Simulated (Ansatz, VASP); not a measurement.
**BaB2Ir2: VASP beside Ansatz**

Contents of INCAR:

```
SYSTEM = BaB2Ir2
PREC = Accurate
ENCUT = 520
EDIFF = 1E-7
ISMEAR = -1
SIGMA = 0.1
LREAL = .False.
LASPH = .True.
NELM = 60
ALGO = Normal
ISIF = 2
LWAVE = .False.
LCHARG = .False.
NBANDS = 25
```

KPOINTS

```
Automatic mesh
0
Gamma
  9 9 9
  0 0 0
```

File POSCAR:

```
BaB2Ir2
1.0
    0.0000000000      3.9843420000      0.0000000000
    3.9843420000      0.0000000000      0.0000000000
    1.9921710000      1.9921710000     -5.7246290000
Ir Ba B
2 1 2
Direct
    0.7500000000      0.2500000000      0.5000000000
    0.2500000000      0.7500000000      0.5000000000
    0.0000000000      0.0000000000      0.0000000000
    0.3190000000      0.3190000000      0.3620000000
    0.6810000000      0.6810000000      0.6380000000
```

Input for Ansatz:

```yaml
crystal:
  lattice:
    - [0.0, 3.984342, 0.0]
    - [3.984342, 0.0, 0.0]
    - [1.992171, 1.992171, -5.724629]
  atoms:
    - { symbol: Ir, position: [0.75, 0.25, 0.5] }
    - { symbol: Ir, position: [0.25, 0.75, 0.5] }
    - { symbol: Ba, position: [0.0, 0.0, 0.0] }
    - { symbol: B, position: [0.319, 0.319, 0.362] }
    - { symbol: B, position: [0.681, 0.681, 0.638] }
  symmetry: { tolerance: 0.0003 }
kpoints:
  mp_grid: { grid: [9, 9, 9], shift: [0, 0, 0] }
  band_path:
    path:
      - [0.0, 0.0, 0.0]
      - [0.5, 0.5, 0.5]
      - [0.5, 0.5, 0.25]
      - [0.0, 0.5, 0.0]
      - [0.0, 0.0, 0.0]
      - [0.0, 0.0, -0.5]
      - [0.0, 0.43944799, -0.280276]
      - [0.0, 0.56055201, 0.280276]
      - [0.0, 0.0, 0.0]
      - [0.5, 0.5, 0.5]
      - [0.43944799, 0.56055201, 0.5]
    npoints: 6
magnetization:
  spin_polarized: false
scf:
  occupations: { method: fermi_dirac }
  lower_state_search: "off"
  max_iter: 200
hamiltonian:
  pseudopotentials: { kind: paw }
  xc: lda
basis:
  ecutwfc: 420
  fft_grid_basis: typed
output:
  forces: true
  stress: true
  eigenvalues: true
  bader: true
  populations: true
  elf: true
  write_potential: true
  volumetric_format: npy
  dos:
    e_range: [-12, 8]
    de: 0.05
    projected: { site_lists: { B: [B], Ba: [Ba], Ir: [Ir] } }
checkpoint:
  read: saved_state
```

Alike in both runs: task single point; functional LDA; k mesh 9 × 9 × 9; no spin polarisation.

|  | VASP | Ansatz |
| --- | --- | --- |
| version | VASP 6.6.1 | Ansatz 0.2.0 |
| potentials or method | VASP PAW LDA potentials, release 64 (Ir, Ba_sv, B), cutoff 520 eV | PAW plane waves |
| occupations | fermi-dirac, width 0.1 eV | fermi-dirac |
| valence electrons in the cell | 34 | 50 |

Ansatz gave:

- pressure (GPa): -10.3
- traceless stress, the component that is largest in VASP (GPa): 4.07
- rms of the force components (eV/Å): 0.221

Problem. What did VASP give for the same quantities?

Solution. Pressure (GPa): -9.0; traceless stress, the component that is largest in VASP (GPa): 3.91; rms of the force components (eV/Å): 0.188.

LDA's correlation is that of Perdew and Zunger in VASP and of Perdew and Wang (1992) in Ansatz. Atom by atom the forces differ by 0.033 eV/Å (rms over components). VASP's potentials hold 34 valence electrons a cell and Ansatz's 50, so a difference there can come from the potentials and not from the codes.

Spin-orbit coupling is off throughout.
